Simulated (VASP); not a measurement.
# Y (Im-3m) in VASP: further runs, part 2 of 2

VASP 6.6.1. The steps go on from the part before.

### Step 4. Single point, PBE (37.08 Å³/atom)

This run uses another cell than the first one, of 37.08 Å³/atom.

INCAR reads:

```
PREC = Accurate
ENCUT = 520
EDIFF = 1E-6
ISMEAR = -1
SIGMA = 0.1
LREAL = F
LASPH = T
NELM = 80
ALGO = Normal
ISIF = 2
LWAVE = F
LCHARG = F
GGA = PE
NBANDS = 12
```

KPOINTS reads:

```
Automatic mesh
0
Gamma
  12 12 12
```

POSCAR reads:

```
Y
1.0
   -2.1006268266      2.1006268266      2.1006268266
    2.1006268266     -2.1006268266      2.1006268266
    2.1006268266      2.1006268266     -2.1006268266
Y
1
Direct
    0.0000000000      0.0000000000      0.0000000000
```

Potentials or basis: VASP PAW PBE potentials, release 64 (Y_sv).

Command:

```
$ cat potpaw_PBE.64/Y_sv/POTCAR > POTCAR
$ mpirun -np 1 vasp_std > vasp.out
```

OUTCAR:

```text
PREC = Accurate
   ENCUT = 520
   EDIFF = 1E-6
   ISMEAR = -1
   LREAL = F
   LASPH = T
   NELM = 80
   ISIF = 2
   GGA = PE

 ion  position               nearest neighbor table
   1  0.000  0.000  0.000-

  LATTYP: Found a body centered cubic cell.
 ALAT       =     4.2012536532

  Lattice vectors:

 A1 = (  -2.1006268266,   2.1006268266,   2.1006268266)
 A2 = (   2.1006268266,  -2.1006268266,   2.1006268266)
 A3 = (   2.1006268266,   2.1006268266,  -2.1006268266)

Analysis of symmetry for initial positions (statically):
=====================================================================
 Subroutine PRICEL returns:
 Original cell was already a primitive cell.

 Routine SETGRP: Setting up the symmetry group for a
 body centered cubic supercell.

 Subroutine GETGRP returns: Found 48 space group operations
 (whereof 48 operations were pure point group operations)
 out of a pool of 48 trial point group operations.

The static configuration has the point symmetry O_h .

Analysis of symmetry for dynamics (positions and initial velocities):
=====================================================================
 Subroutine PRICEL returns:
 Original cell was already a primitive cell.

 Routine SETGRP: Setting up the symmetry group for a
 body centered cubic supercell.

 Subroutine GETGRP returns: Found 48 space group operations
 (whereof 48 operations were pure point group operations)
 out of a pool of 48 trial point group operations.

The dynamic configuration has the point symmetry O_h .

 Subroutine INISYM returns: Found 48 space group operations
 (whereof 48 operations are pure point group operations),
 and found     1 'primitive' translations

----------------------------------------------------------------------------------------

                                     Primitive cell

  volume of cell :      37.0772
[... 111 lines left out ...]
   LORBIT       =      0    0 simple, 1 ext, 2 COOP (PROOUT), +10 PAW based schemes
   GGA     = PE    functional components
   LHFCALC =     F    Hartree Fock is set to
   AEXX    =    0.0000 exact exchange contribution
   IVDW    =     0    specifies the selected vdW correction
   LEPSILON=     F    determine dielectric tensor
   LRPA    =     F    only Hartree local field effects (RPA)
 non-spin polarized calculation
  energy-cutoff  :      520.00
  volume of cell :       37.08
 maximum number of plane-waves:      1048
   NGX = 13   NGY = 13   NGZ = 13

 number of electron      11.0000001 magnetization

 Free energy of the ion-electron system (eV)
  ---------------------------------------------------
  ext. energy  EPLUGINS =         0.00000000
  ---------------------------------------------------
  free energy    TOTEN  =        -6.29976658 eV

  energy without entropy =       -6.21238422  energy(sigma->0) =       -6.25607540

 E-fermi :   2.5509     XC(G=0):  -8.9779

 val. band max:        2.5457786147   @ k =   0.3333   0.1667   0.0833
 cond. band min:       2.5524130251   @ k =   0.2500   0.1667   0.0833
 fundamental gap:      0.0066344104
 Fermi energy:         2.5508645844

 k-point     1 :       0.0000    0.0000    0.0000
  band No.  band energies     occupation
      1     -40.6159      2.00000
      2     -20.3774      2.00000
      3     -20.3774      2.00000
      4     -20.3774      2.00000
      5      -2.0351      2.00000
      6       4.0798      0.00000
      7       4.0798      0.00000
      8       4.0798      0.00000
      9       5.7617      0.00000
     10       5.7617      0.00000
     11      12.3737      0.00000
     12      12.3737      0.00000
[... 331 lines left out ...]
 k-point    24 :       0.4167    0.0833    0.0833
  band No.  band energies     occupation
      1     -40.5763      2.00000
      2     -20.7135      2.00000
      3     -20.5116      2.00000
      4     -20.4015      2.00000
      5       1.0657      2.00000
      6       2.6653      0.48288
      7       2.8400      0.10515
      8       5.7900      0.00000
      9       6.2431      0.00000
     10       8.0103      0.00000
     11       8.7407      0.00000
     12      10.5213      0.00000

 [... further k-points ...]

------------------------ aborting loop because EDIFF is reached ----------------------------------------

  FORCE on cell =-STRESS in cart. coord.  units (eV):
  Direction    XX          YY          ZZ          XY          YZ          ZX
  --------------------------------------------------------------------------------------
  -------------------------------------------------------------------------------------
  Total       -0.8676638     -0.8676638     -0.8676638      0.0000000      0.0000000      0.0000000
  in kB      -37.4934468    -37.4934468    -37.4934468      0.0000000      0.0000000      0.0000000
  external PRESSURE =     -37.4934468 kB  Pullay stress =       0.0000000 kB

 VOLUME and BASIS-vectors are now :
 -----------------------------------------------------------------------------
  energy-cutoff  :      520.00
  volume of cell :       37.08
      direct lattice vectors                 reciprocal lattice vectors
    -2.100626827  2.100626827  2.100626827     0.000000000  0.238024191  0.238024191
     2.100626827 -2.100626827  2.100626827     0.238024191  0.000000000  0.238024191
     2.100626827  2.100626827 -2.100626827     0.238024191  0.238024191  0.000000000

 POSITION                                       TOTAL-FORCE (eV/Angst)
 -----------------------------------------------------------------------------------
      0.00000      0.00000      0.00000         0.000000      0.000000      0.000000
 -----------------------------------------------------------------------------------
    total drift:                                0.000000      0.000000      0.000000

  FREE ENERGIE OF THE ION-ELECTRON SYSTEM (eV)
  ---------------------------------------------------
  free  energy   TOTEN  =        -6.2997665788 eV

  energy  without entropy=       -6.2123842223  energy(sigma->0) =       -6.25607540
```

Run time: 14 s. Hardware: 1 thread of AMD EPYC 9R45 (Zen 5), shared host; peak memory 0.16 GiB.

Results:

```
Free energy            : -6.2998 eV
Pressure               : -3.7 GPa
Band gap on the k mesh : zero (an odd number of electrons rules out a gap without spin polarisation)
```

Caveat: the cell stands under tension.

### Step 5. Relaxation of cell and atoms, PBE

This run uses another cell than the first one, of 33.01 Å³/atom.

INCAR reads:

```
PREC = Accurate
ENCUT = 600
EDIFF = 1E-6
ISMEAR = -1
SIGMA = 0.1
LREAL = F
LASPH = T
NELM = 80
ALGO = Normal
ISIF = 3
LWAVE = F
LCHARG = F
GGA = PE
IBRION = 2
NSW = 80
EDIFFG = -0.01
```

KPOINTS reads:

```
regular mesh
0
Gamma
  11 11 11
```

POSCAR reads:

```
Y
1.0
   -2.0208580385      2.0208580385      2.0208580385
    2.0208580385     -2.0208580385      2.0208580385
    2.0208580385      2.0208580385     -2.0208580385
Y
1
Direct
    0.0000000000      0.0000000000      0.0000000000
```

Command:

```
$ cat potpaw_PBE.64/Y_sv/POTCAR > POTCAR
$ mpirun -np 1 vasp_std > vasp.out
```

Wall time 11 s (1 thread of AMD EPYC 9R45 (Zen 5), shared host); peak memory 0.15 GiB.

It converged, with:

| Quantity | Value |
| --- | --- |
| Free energy | -6.3505 eV |
| Pressure after relaxing | 0.0 GPa |
| Band gap on the k mesh | zero (an odd number of electrons rules out a gap without spin polarisation) |

Final structure:
```xyz
1
Lattice="-2.0209 2.0209 2.0209 2.0209 -2.0209 2.0209 2.0209 2.0209 -2.0209" Properties=species:S:1:pos:R:3 pbc="T T T"
Y     0.0000    0.0000    0.0000
```

Levels at points of the mesh, in eV from the Fermi level:
```csv
k point,band 3,band 4,band 5,band 6,band 7,band 8
"(0.00, 0.00, 0.00)",-22.56,-22.56,-4.80,1.66,1.66,1.66
```

Caveat: the relaxation stopped at its first step, so nothing moved.

### Step 6. Single point, PBE

This run uses another cell than the first one, of 33.10 Å³/atom.

INCAR reads:

```
  PREC = Accurate
  ENCUT = 520
  EDIFF = 1E-6
  ISMEAR = -1
  SIGMA = 0.1
  LREAL = False
  LASPH = True
  NELM = 60
  ALGO = Normal
  ISIF = 2
  LWAVE = False
  LCHARG = True
  GGA = PE
  LELF = True
  LVHAR = True
  NBANDS = 12
```

KPOINTS reads:

```
regular mesh
0
Gamma
  18 18 18
```

POSCAR reads:

```
Y
1.0
   -2.0227532140      2.0227532140      2.0227532140
    2.0227532140     -2.0227532140      2.0227532140
    2.0227532140      2.0227532140     -2.0227532140
Y
1
Direct
    0.0000000000      0.0000000000      0.0000000000
```

Potentials or basis: VASP PAW PBE potentials, release 64 (Y_sv).

Command:

```
$ cat potpaw_PBE.64/Y_sv/POTCAR > POTCAR
$ mpirun -np 1 vasp_std > vasp.out
```

OUTCAR:

```text
PREC = Accurate
   ENCUT = 520
   EDIFF = 1E-6
   ISMEAR = -1
   LREAL = False
   LASPH = True
   NELM = 60
   ISIF = 2
   GGA = PE

 ion  position               nearest neighbor table
   1  0.000  0.000  0.000-

  LATTYP: Found a body centered cubic cell.
 ALAT       =     4.0455064280

  Lattice vectors:

 A1 = (  -2.0227532140,   2.0227532140,   2.0227532140)
 A2 = (   2.0227532140,  -2.0227532140,   2.0227532140)
[... 537 lines left out ...]
     10       8.8203      0.00000
     11      10.8206      0.00000
     12      11.7962      0.00000

 [... further k-points ...]

------------------------ aborting loop because EDIFF is reached ----------------------------------------

  FORCE on cell =-STRESS in cart. coord.  units (eV):
  Direction    XX          YY          ZZ          XY          YZ          ZX
  --------------------------------------------------------------------------------------
  -------------------------------------------------------------------------------------
  Total       -0.0189398     -0.0189398     -0.0189398     -0.0000000      0.0000000     -0.0000000
  in kB       -0.9166364     -0.9166364     -0.9166364     -0.0000000      0.0000000     -0.0000000
  external PRESSURE =      -0.9166364 kB  Pullay stress =       0.0000000 kB

 VOLUME and BASIS-vectors are now :
 -----------------------------------------------------------------------------
  energy-cutoff  :      520.00
  volume of cell :       33.10
      direct lattice vectors                 reciprocal lattice vectors
    -2.022753214  2.022753214  2.022753214     0.000000000  0.247187841  0.247187841
     2.022753214 -2.022753214  2.022753214     0.247187841  0.000000000  0.247187841
     2.022753214  2.022753214 -2.022753214     0.247187841  0.247187841  0.000000000

 POSITION                                       TOTAL-FORCE (eV/Angst)
 -----------------------------------------------------------------------------------
      0.00000      0.00000      0.00000        -0.000000      0.000000     -0.000000
 -----------------------------------------------------------------------------------
    total drift:                                0.000000      0.000000      0.000000

  FREE ENERGIE OF THE ION-ELECTRON SYSTEM (eV)
  ---------------------------------------------------
  free  energy   TOTEN  =        -6.3503096525 eV

  energy  without entropy=       -6.2697755737  energy(sigma->0) =       -6.31004261
```

It took 39 s on 1 thread of AMD EPYC 9R45 (Zen 5), shared host; peak memory 0.21 GiB.

Results:

- Free energy: -6.3503 eV
- Pressure: -0.1 GPa
- Band gap on the k mesh: zero (an odd number of electrons rules out a gap without spin polarisation)

### Step 7. Summary

```csv
task,cell,k mesh,cutoff (eV),gap on the mesh (eV),pressure (GPa)
single point,"a = 3.550 Å, angles 109.5°, 1 atom",12 × 12 × 12,520,none,-1.5
single point,"a = 3.595 Å, angles 109.5°, 1 atom",12 × 12 × 12,520,none,-2.7
single point,"a = 3.638 Å, angles 109.5°, 1 atom",12 × 12 × 12,520,none,-3.7
relaxation of cell and atoms,"relaxed from a = 3.500 Å, angles 109.5°, 1 atom",11 × 11 × 11,600,none,0.0
single point,"a = 3.504 Å, angles 109.5°, 1 atom",18 × 18 × 18,520,none,-0.1
```

Alike in all rows: level PBE; potentials or basis VASP PAW PBE potentials, release 64 (Y_sv); no spin polarisation; smearing fermi-dirac 0.1 eV.

Caveats: the cell stands under tension (at least some runs); the relaxation stopped at its first step, so nothing moved (at least some runs).

Total energies depend on the potentials used, so only differences within one code and one set of settings carry meaning.
